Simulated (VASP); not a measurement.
# GaAs in VASP: a series of runs, part 2 of 2

VASP 6.6.1.

## (3) Single point, PBE

This run uses another cell than the first one.

Input file INCAR:

```
SYSTEM = GaAs
  PREC = Accurate
  ENCUT = 520
  EDIFF = 1E-7
  ISMEAR = 0
  SIGMA = 0.05
  LREAL = .FALSE.
  LASPH = .TRUE.
  NELM = 80
  ALGO = Normal
  ISIF = 2
  LWAVE = .FALSE.
  LCHARG = .TRUE.
  LDIPOL = .TRUE.
  IDIPOL = 3
  DIPOL = 0.5 0.5 0.312
  GGA = PE
  LELF = .TRUE.
  LVHAR = .TRUE.
  LVACPOTAV = .TRUE.
  NBANDS = 26
```

Input file KPOINTS:

```
regular mesh
0
G
  7 7 1
  0 0 0
```

Input file POSCAR:

```
GaAs
1.0
    4.0629609257      0.0000000000      0.0000000000
    0.0000000000      4.0629609257      0.0000000000
    0.0000000000      0.0000000000     19.8904986560
As Ga
2 2
Direct
    0.0000000000      0.5000000000      0.2011010417
    0.5000000000      0.0000000000      0.3511019680
    0.5000000000      0.5000000000      0.2733201266
    0.0000000000      0.0000000000      0.4218345051
```

Potentials or basis: VASP PAW PBE potentials, release 64 (As, Ga_d).

Started as:

```
$ cat potpaw_PBE.64/As/POTCAR potpaw_PBE.64/Ga_d/POTCAR > POTCAR
$ mpirun -np 1 vasp_std > vasp.out
```

OUTCAR:

```text
SYSTEM = GaAs
   PREC = Accurate
   ENCUT = 520
   EDIFF = 1E-7
   ISMEAR = 0
   LREAL = .FALSE.
   LASPH = .TRUE.
   NELM = 80
   ISIF = 2
   GGA = PE

 ion  position               nearest neighbor table
   1  0.000  0.500  0.201-   3 2.49   3 2.49
   2  0.500  0.000  0.351-   4 2.47   4 2.47   3 2.55   3 2.55
   3  0.500  0.500  0.273-   1 2.49   1 2.49   2 2.55   2 2.55
   4  0.000  0.000  0.422-   2 2.47   2 2.47

  LATTYP: Found a simple tetragonal cell.
 ALAT       =     4.0629609257
 C/A-ratio  =     4.8955673017

  Lattice vectors:

 A1 = (   4.0629609257,   0.0000000000,   0.0000000000)
 A2 = (   0.0000000000,   4.0629609257,   0.0000000000)
 A3 = (   0.0000000000,   0.0000000000,  19.8904986560)

Analysis of symmetry for initial positions (statically):
=====================================================================
 Subroutine PRICEL returns:
 Original cell was already a primitive cell.

 Routine SETGRP: Setting up the symmetry group for a
 simple tetragonal supercell.

 Subroutine GETGRP returns: Found  4 space group operations
 (whereof  4 operations were pure point group operations)
 out of a pool of 16 trial point group operations.

The static configuration has the point symmetry C_2v.

Analysis of symmetry for dynamics (positions and initial velocities):
=====================================================================
 Subroutine PRICEL returns:
 Original cell was already a primitive cell.

 Routine SETGRP: Setting up the symmetry group for a
 simple tetragonal supercell.

 Subroutine GETGRP returns: Found  4 space group operations
 (whereof  4 operations were pure point group operations)
 out of a pool of 16 trial point group operations.

The dynamic configuration has the point symmetry C_2v.

 Subroutine INISYM returns: Found  4 space group operations
 (whereof  4 operations are pure point group operations),
 and found     1 'primitive' translations

[... 110 lines left out ...]
  volume/ion in A,a.u.               =      82.09       553.95
  Fermi-wavevector in a.u.,A,eV,Ry     =   0.783548  1.480690  8.353252  0.613947
  Thomas-Fermi vector in A             =   1.887498
   LORBIT       =      0    0 simple, 1 ext, 2 COOP (PROOUT), +10 PAW based schemes
   GGA     = PE    functional components
   LHFCALC =     F    Hartree Fock is set to
   AEXX    =    0.0000 exact exchange contribution
   IVDW    =     0    specifies the selected vdW correction
   LEPSILON=     F    determine dielectric tensor
   LRPA    =     F    only Hartree local field effects (RPA)
 non-spin polarized calculation
 Gauss-broadening in eV      SIGMA  =   0.05
  energy-cutoff  :      520.00
  volume of cell :      328.35
 maximum number of plane-waves:      8887
 NGX is ok and might be reduce to    30
   NGX = 15   NGY = 15   NGZ = 73

 number of electron      36.0000034 magnetization

 dipolmoment           0.000000      0.000000     -0.114721 electrons x Angstroem

 Free energy of the ion-electron system (eV)
  ---------------------------------------------------
  ext. energy  EPLUGINS =         0.00000000
  ---------------------------------------------------
  free energy    TOTEN  =       -13.75184703 eV

  energy without entropy =      -13.74608559  energy(sigma->0) =      -13.74896631

 E-fermi :  -2.5020     XC(G=0):  -3.5983

 val. band max:       -2.5106112081   @ k =   0.1429   0.1429   0.0000
 cond. band min:      -2.4779156841   @ k =   0.2857   0.2857   0.0000
 fundamental gap:      0.0326955240
 Fermi energy:        -2.5020427134

 k-point     1 :       0.0000    0.0000    0.0000
  band No.  band energies     occupation
      1     -17.4080      2.00000
      2     -17.3392      2.00000
      3     -17.3007      2.00000
      4     -17.2851      2.00000
      5     -17.2638      2.00000
      6     -16.9096      2.00000
[... 453 lines left out ...]
     25       3.6038      0.00000
     26       4.2152      0.00000

------------------------ aborting loop because EDIFF is reached ----------------------------------------

  FORCE on cell =-STRESS in cart. coord.  units (eV):
  Direction    XX          YY          ZZ          XY          YZ          ZX
  --------------------------------------------------------------------------------------
  -------------------------------------------------------------------------------------
  Total       -0.9330470     -1.3883533     -0.5805767      0.0000000      0.0000000      0.0000000
  in kB       -4.5528477     -6.7745371     -2.8329518      0.0000000      0.0000000      0.0000000
  external PRESSURE =      -4.7201122 kB  Pullay stress =       0.0000000 kB

 VOLUME and BASIS-vectors are now :
 -----------------------------------------------------------------------------
  energy-cutoff  :      520.00
  volume of cell :      328.35
      direct lattice vectors                 reciprocal lattice vectors
     4.062960926  0.000000000  0.000000000     0.246125921  0.000000000  0.000000000
     0.000000000  4.062960926  0.000000000     0.000000000  0.246125921  0.000000000
     0.000000000  0.000000000 19.890498656     0.000000000  0.000000000  0.050275260

 POSITION                                       TOTAL-FORCE (eV/Angst)
 -----------------------------------------------------------------------------------
      0.00000      2.03148      4.00000         0.000000      0.000000      0.421130
      2.03148      0.00000      6.98359         0.000000      0.000000      0.006718
      2.03148      2.03148      5.43647         0.000000      0.000000     -0.431804
      0.00000      0.00000      8.39050         0.000000      0.000000      0.003957
 -----------------------------------------------------------------------------------
    total drift:                                0.000000      0.000000     -0.000444

  FREE ENERGIE OF THE ION-ELECTRON SYSTEM (eV)
  ---------------------------------------------------
  free  energy   TOTEN  =       -13.7518470308 eV

  energy  without entropy=      -13.7460855884  energy(sigma->0) =      -13.74896631

 vacuum level on the upper side and lower side of the slab         1.812         3.070
```

Run time: 7.1 min. Hardware: 1 thread of AMD EPYC 7R13, shared host; peak memory 0.37 GiB.

Results:

* Free energy: -13.7518 eV
* Largest force: 0.432 eV/Å
* Band gap on the k mesh: zero (bands 18 and 19 overlap by 0.47 eV)

Forces on the atoms (eV/Å):
```
As   0.000  0.000  0.421
As   0.000  0.000  0.007
Ga   0.000  0.000 -0.432
Ga   0.000  0.000  0.004
```
